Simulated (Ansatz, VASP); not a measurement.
**AlNi3: VASP beside Ansatz**

```xyz
4
Lattice="3.5231 0.0000 0.0000 0.0000 3.5231 0.0000 0.0000 0.0000 3.5231" Properties=species:S:1:pos:R:3 pbc="T T T"
Ni    1.7615    1.7615    0.0000
Ni    1.7615    0.0000    1.7615
Ni    0.0000    1.7615    1.7615
Al    0.0000    0.0000    0.0000
```

Alike in both runs: task relaxation of cell and atoms; functional RPBE; dispersion D4; k mesh 6 × 6 × 6; occupations fermi-dirac, width 0.05 eV; collinear spin.

|  | VASP | Ansatz |
| --- | --- | --- |
| version | VASP 6.6.1 | Ansatz 0.2.0 |
| potentials or method | VASP PAW PBE potentials, release 64 (Ni, Al), cutoff 600 eV | all-electron LAPW, scalar-relativistic |

```csv
,VASP,Ansatz,Ansatz less VASP
net moment per atom (μB),0.18,0.18,+0.004
size of the moment on the site where the two differ most (μB),0.25,0.27,+0.016
relaxed volume (Å³/atom),10.90,10.90,+0.008
relaxed length of the cell vector where the two differ most in proportion (Å),3.519,3.520,+0.0008
```

VASP's potentials were made for PBE, not for RPBE. Site moments also hang on the region over which each program counts them. Ansatz ran all-electron here, and VASP with PAW potentials.

Noted on Ansatz's run: the k mesh is thin for a metal, which can move the energy by tens of meV per atom.
